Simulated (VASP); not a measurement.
Zr4AgSe3: single point with PBE

Zr4AgSe3:

```
Zr Ag Se
1.0
     3.50045    0.00000    0.00000
    -1.75023    3.03148    0.00000
     0.00000    0.00000   15.53709
Zr Ag Se
4 1 3
Direct
  0.33333 0.66667 0.14086
  0.33333 0.66667 0.62005
  0.33333 0.66667 0.37995
  0.33333 0.66667 0.85914
  0.00000 0.00000 0.00000
  0.00000 0.00000 0.50000
  0.66667 0.33333 0.25880
  0.66667 0.33333 0.74120
```

The cell was built from a structure type or drawn by symmetry, and may not be a known phase.

```yaml
Program: VASP 6.6.1
Task: single point
Functional: PBE
Potentials_or_basis: VASP PAW PBE potentials, release 64 (Zr_sv, Ag, Se)
Cutoff: 500 eV
k_mesh: 6 × 6 × 1
Occupations: gaussian, width 0.1 eV
Spin: collinear spin
Starting_moments: "[0.0, 0.0, 0.0, 0.0, 1.0, 0.0, 0.0, 0.0] μB"
Dipole_correction: no
Further_INCAR_settings: ALGO = Normal; EDIFF = 1e-06; NBANDS = 52
```

```yaml
Pressure: 0.0 GPa
Largest_force: 0.116 eV/Å
Net_moment: 0.61 μB per cell
Site_moments: Zr +0.15, +0.02 (each value once); Ag +0.03; Se -0.00 μB
Valence_electrons_inside_the_program's_atomic_spheres: Zr 9.71, 9.81 (each value once); Ag 9.90; Se 3.95, 3.96 (each value once)
```

Forces in eV/Å, atoms in the order of the input:
```
Zr   0.000  0.000  0.067
Zr   0.000  0.000  0.116
Zr   0.000  0.000 -0.116
Zr   0.000  0.000 -0.067
Ag   0.000  0.000  0.000
Se   0.000  0.000  0.000
Se   0.000  0.000  0.028
Se   0.000  0.000 -0.028
```

Stress tensor (GPa, compression positive):
```
-0.40  0.00  0.00
 0.00 -0.40  0.00
 0.00  0.00  0.65
```

Levels at points of the mesh, in eV from the Fermi level:
Spin up:
```tsv
k point	band 37	band 38	band 39	band 40	band 41	band 42
(0.00, 0.00, 0.00)	0.12	0.23	0.24	0.24	0.59	0.59
(0.50, 0.00, 0.00)	-1.41	-1.29	-0.37	0.00	1.34	1.59
```
Spin down:
```csv
k point,band 36,band 37,band 38,band 39,band 40,band 41
"(0.00, 0.00, 0.00)",-1.52,0.19,0.28,0.28,0.31,0.62
"(0.50, 0.00, 0.00)",-1.50,-1.33,-1.19,-0.30,0.21,1.40
```

Run time: 6.4 min on 1 thread of Intel Xeon 8259CL, with other jobs on the host, peak memory 0.41 GiB.

Caveat: the k points lie up to 0.40 Å⁻¹ apart.
